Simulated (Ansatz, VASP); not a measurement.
# Two plane-wave programs on SiC

POSCAR

```
SiC
1.0
    3.0760000000      0.0000000000      0.0000000000
   -1.5380000000      2.6638941420      0.0000000000
    0.0000000000      0.0000000000      5.0480000000
Si C
2 2
Direct
    0.3333333333      0.6666666667      0.0000000000
    0.6666666667      0.3333333333      0.5000000000
    0.3333333333      0.6666666667      0.3850000000
    0.6666666667      0.3333333333      0.8850000000
```

File INCAR.step1:

```
PREC = Accurate
ENCUT = 600
ISMEAR = -1
SIGMA = 0.08
LREAL = F
LASPH = T
NELM = 80
GGA = PE
ALGO = Normal
EDIFF = 1E-4
LWAVE = T
LCHARG = F
```

File INCAR.step2:

```
PREC = Accurate
ENCUT = 600
EDIFF = 1E-7
ISMEAR = -1
SIGMA = 0.08
LREAL = F
LASPH = T
NELM = 80
ALGO = Normal
ISIF = 3
LWAVE = F
LCHARG = F
METAGGA = R2SCAN
LMIXTAU = T
IBRION = 2
NSW = 100
EDIFFG = -0.002
ISTART = 1
```

Contents of KPOINTS:

```
Automatic mesh
0
Gamma
  12 12 6
```

Input for Ansatz:

```yaml
crystal:
  lattice:
    - [3.07599999998, 0.0, 0.0]
    - [-1.53799999999, 2.66389414203, 0.0]
    - [0.0, 0.0, 5.048]
  atoms:
    - { symbol: Si, position: [0.333333333333, 0.666666666667, 0.0] }
    - { symbol: Si, position: [0.666666666667, 0.333333333333, 0.5] }
    - { symbol: C, position: [0.333333333333, 0.666666666667, 0.385] }
    - { symbol: C, position: [0.666666666667, 0.333333333333, 0.885] }
kpoints:
  mp_grid: { grid: [12, 12, 6] }
scf:
  occupations: { method: fermi_dirac, width: 0.08 }
hamiltonian:
  xc: r2scan
  pseudopotentials: { kind: paw }
relax:
  f_tol: 0.002
  max_steps: 80
  cell: {}
output:
  forces: true
  stress: true
  write_density: true
  write_potential: true
  elf: true
  volumetric_format: npy
```

Alike in both runs: task relaxation of cell and atoms; functional r2SCAN; k mesh 12 × 12 × 6; occupations fermi-dirac, width 0.08 eV; no spin polarisation.

|  | VASP | Ansatz |
| --- | --- | --- |
| version | VASP 6.6.1 | Ansatz 0.2.0 |
| potentials or method | VASP PAW PBE potentials, release 64 (Si, C) | PAW with Ansatz's default frozen-core files, scalar-relativistic |
| plane-wave cutoff (eV) | 600 | 500 |
| valence electrons in the cell | 16 | 16 |

|  | VASP | Ansatz | Ansatz less VASP |
| --- | --- | --- | --- |
| relaxed volume (Å³/atom) | 10.32 | 10.34 | +0.016 |
| relaxed cell length with the largest relative difference (Å) | 3.074 | 3.075 | +0.0016 |

VASP's potentials were made for PBE, not for r2SCAN.
